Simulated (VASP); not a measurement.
# MnO in VASP: a series of runs, part 2 of 2

VASP 6.6.1.

## (4) Single point, PBE, collinear spin, ferromagnetic start (volume scaled by 0.94)

INCAR

```
  PREC = Accurate
  ENCUT = 520
  EDIFF = 1E-6
  ISMEAR = -1
  SIGMA = 0.05
  LREAL = False
  LASPH = True
  NELM = 150
  ALGO = Normal
  ISIF = 2
  LWAVE = False
  LCHARG = False
  ISPIN = 2
  MAGMOM = 4 0
  LORBIT = 11
  LMAXMIX = 4
  GGA = PE
  NBANDS = 20
```

KPOINTS

```
Automatic mesh
0
Gamma
  16 16 16
```

POSCAR

```
MnO
1.0
    0.0000000000      2.1766403336      2.1766403336
    2.1766403336      0.0000000000      2.1766403336
    2.1766403336      2.1766403336      0.0000000000
Mn O
1 1
Direct
    0.0000000000      0.0000000000      0.0000000000
    0.5000000000      0.5000000000      0.5000000000
```

Command:

```console
$ cat potpaw_PBE.64/Mn_pv/POTCAR potpaw_PBE.64/O/POTCAR > POTCAR
$ mpirun -np 1 vasp_std > vasp.out
```

It took 65 s on 1 thread of AMD EPYC 9R45 (Zen 5), shared host; peak memory 0.18 GiB.

It converged, with:

```yaml
Free_energy: -16.3754 eV
Pressure: 7.5 GPa
Net_moment: 4.59 μB per cell
Site_moments: Mn +4.19; O +0.19 μB
Valence_electrons_inside_the_program's_atomic_spheres: Mn 11.43; O 5.00
```

Levels at points of the mesh, in eV from the Fermi level:
Spin up:
```tsv
k point	band 8	band 9	band 10	band 11	band 12	band 13	band 14	band 15	band 16	band 17
(0.00, 0.00, 0.00)	-3.32	-3.32	-3.32	-2.74	-2.74	-0.27	14.13	16.83	16.83	16.83
(0.50, 0.00, 0.00)	-2.31	-2.31	-1.86	0.34	0.34	3.59	8.24	12.28	12.28	19.31
(0.50, 0.50, 0.00)	-4.45	-2.26	-2.00	-2.00	-1.81	5.45	8.12	10.74	14.31	14.31
```
Spin down:
```
           k point  band 3  band 4  band 5  band 6  band 7  band 8  band 9  band 10  band 11  band 12
(0.00, 0.00, 0.00)  -45.86  -20.46   -3.74   -3.74   -3.74    0.48    0.48     0.48     0.97     1.19
(0.50, 0.00, 0.00)  -45.87  -19.37   -7.99   -5.37   -5.37    1.81    1.84     1.84     3.69     3.69
(0.50, 0.50, 0.00)  -45.90  -19.43   -6.96   -4.77   -4.77   -1.24    1.83     2.15     2.31     2.31
```

Caveat: a cell with one magnetic atom can't hold antiferromagnetic order, which such compounds often take; semilocal functionals often make such compounds metallic where correlation or magnetic order opens a gap, which also shifts bond lengths.

## (5) Single point, PBE, collinear spin, ferromagnetic start (volume scaled by 0.96)

INCAR

```
PREC = Accurate
ENCUT = 520
EDIFF = 1E-6
ISMEAR = -1
SIGMA = 0.05
LREAL = False
LASPH = True
NELM = 150
ALGO = Normal
ISIF = 2
LWAVE = False
LCHARG = False
ISPIN = 2
MAGMOM = 4 0
LORBIT = 11
LMAXMIX = 4
GGA = PE
NBANDS = 20
```

KPOINTS is that of step 4.

POSCAR

```
MnO
1.0
    0.0000000000      2.1919692917      2.1919692917
    2.1919692917      0.0000000000      2.1919692917
    2.1919692917      2.1919692917      0.0000000000
Mn O
1 1
Direct
    0.0000000000      0.0000000000      0.0000000000
    0.5000000000      0.5000000000      0.5000000000
```

Potentials or basis: VASP PAW PBE potentials, release 64 (Mn_pv, O).

Command:

```console
$ cat potpaw_PBE.64/Mn_pv/POTCAR potpaw_PBE.64/O/POTCAR > POTCAR
$ mpirun -np 1 vasp_std > vasp.out
```

OUTCAR:

```text
PREC = Accurate
   ENCUT = 520
   EDIFF = 1E-6
   ISMEAR = -1
   LREAL = False
   LASPH = True
   NELM = 150
   ISIF = 2
   ISPIN = 2
   LORBIT = 11
   GGA = PE

 ion  position               nearest neighbor table
   1  0.000  0.000  0.000-   2 2.19   2 2.19   2 2.19   2 2.19   2 2.19   2 2.19
   2  0.500  0.500  0.500-   1 2.19   1 2.19   1 2.19   1 2.19   1 2.19   1 2.19

  LATTYP: Found a face centered cubic cell.
 ALAT       =     4.3839385834

  Lattice vectors:

 A1 = (   0.0000000000,   2.1919692917,   2.1919692917)
 A2 = (   2.1919692917,   0.0000000000,   2.1919692917)
[... 1317 lines left out ...]

 VOLUME and BASIS-vectors are now :
 -----------------------------------------------------------------------------
  energy-cutoff  :      520.00
  volume of cell :       21.06
      direct lattice vectors                 reciprocal lattice vectors
     0.000000000  2.191969292  2.191969292    -0.228105385  0.228105385  0.228105385
     2.191969292  0.000000000  2.191969292     0.228105385 -0.228105385  0.228105385
     2.191969292  2.191969292  0.000000000     0.228105385  0.228105385 -0.228105385

 POSITION                                       TOTAL-FORCE (eV/Angst)
 -----------------------------------------------------------------------------------
      0.00000      0.00000      0.00000         0.000000     -0.000000      0.000000
      2.19197      2.19197      2.19197        -0.000000      0.000000     -0.000000
 -----------------------------------------------------------------------------------
    total drift:                                0.000000     -0.000000     -0.000000

  FREE ENERGIE OF THE ION-ELECTRON SYSTEM (eV)
  ---------------------------------------------------
  free  energy   TOTEN  =       -16.3925798184 eV

  energy  without entropy=      -16.3847029579  energy(sigma->0) =      -16.38864139

 total charge

# of ion       s       p       d       tot
------------------------------------------
    1        0.209   6.190   5.002  11.401
    2        1.562   3.429   0.000   4.991
--------------------------------------------------
tot          1.771   9.618   5.002  16.391

 magnetization (x)

# of ion       s       p       d       tot
------------------------------------------
    1        0.034   0.026   4.173   4.233
    2        0.031   0.161   0.000   0.192
--------------------------------------------------
tot          0.065   0.187   4.173   4.425
```

OSZICAR:

```text
N       E                     dE             d eps       ncg     rms          rms(c)
DAV:   1     0.169870323713E+03    0.16987E+03   -0.10281E+04 11704   0.113E+03
DAV:   2    -0.103219140888E+02   -0.18019E+03   -0.16786E+03 11928   0.330E+02
DAV:   3    -0.186137550644E+02   -0.82918E+01   -0.82003E+01 13028   0.761E+01
DAV:   4    -0.186730528853E+02   -0.59298E-01   -0.59285E-01 13260   0.662E+00
DAV:   5    -0.186735595648E+02   -0.50668E-03   -0.50667E-03 12996   0.612E-01    0.143E+01
DAV:   6    -0.166831622980E+02    0.19904E+01   -0.91966E+00 15884   0.342E+01    0.132E+01
DAV:   7    -0.164046883792E+02    0.27847E+00   -0.11803E+00 13428   0.158E+01    0.805E+00
DAV:   8    -0.164029044188E+02    0.17840E-02   -0.10507E-01 12764   0.241E+00    0.476E+00
DAV:   9    -0.163900617871E+02    0.12843E-01   -0.29913E-02 12680   0.189E+00    0.108E+00
DAV:  10    -0.163921750644E+02   -0.21133E-02   -0.58010E-03 12576   0.892E-01    0.246E-01
DAV:  11    -0.163925349769E+02   -0.35991E-03   -0.78042E-04 13340   0.258E-01    0.766E-02
DAV:  12    -0.163925671308E+02   -0.32154E-04   -0.27907E-05 12796   0.593E-02    0.278E-02
DAV:  13    -0.163925743348E+02   -0.72040E-05   -0.45499E-06 13352   0.200E-02    0.288E-02
DAV:  14    -0.163925796992E+02   -0.53644E-05   -0.42730E-06 12800   0.163E-02    0.608E-03
DAV:  15    -0.163925798184E+02   -0.11926E-06   -0.14189E-07  7228   0.332E-03
   1 F= -.16392580E+02 E0= -.16388641E+02  d E =-.787686E-02  mag=     4.6421
```

Wall time 65 s (1 thread of AMD EPYC 9R45 (Zen 5), shared host); peak memory 0.18 GiB.

Results:

| Quantity | Value |
| --- | --- |
| Free energy | -16.3926 eV |
| Pressure | 4.6 GPa |
| Net moment | 4.64 μB per cell |
| Site moments | Mn +4.23; O +0.19 μB |
| Valence electrons inside the program's atomic spheres | Mn 11.40; O 4.99 |

Caveat: a cell with one magnetic atom can't hold antiferromagnetic order, which such compounds often take; semilocal functionals often make such compounds metallic where correlation or magnetic order opens a gap, which also shifts bond lengths.

## (6) The runs side by side

| cell | gap on the mesh (eV) | pressure (GPa) | moment (μB) |
| --- | --- | --- | --- |
| a = 3.190 Å, angles 58.0°, 2 atoms | none | 0.0 | 4.76 |
| a = 3.079 Å, angles 60.0°, 2 atoms | none | 7.4 | 4.59 |
| a = 3.078 Å, angles 60.0°, 2 atoms | none | 7.5 | 4.59 |
| a = 3.100 Å, angles 60.0°, 2 atoms | none | 4.6 | 4.64 |

Alike in all rows: task single point; level PBE; potentials or basis VASP PAW PBE potentials, release 64 (Mn_pv, O); spin collinear, ferromagnetic start; k mesh 16 × 16 × 16; cutoff (eV) 520; smearing fermi-dirac 0.05 eV.

Caveats: a cell with one magnetic atom can't hold antiferromagnetic order, which such compounds often take; semilocal functionals often make such compounds metallic where correlation or magnetic order opens a gap, which also shifts bond lengths.

Total energies depend on the potentials used, so only differences within one code and one set of settings carry meaning.
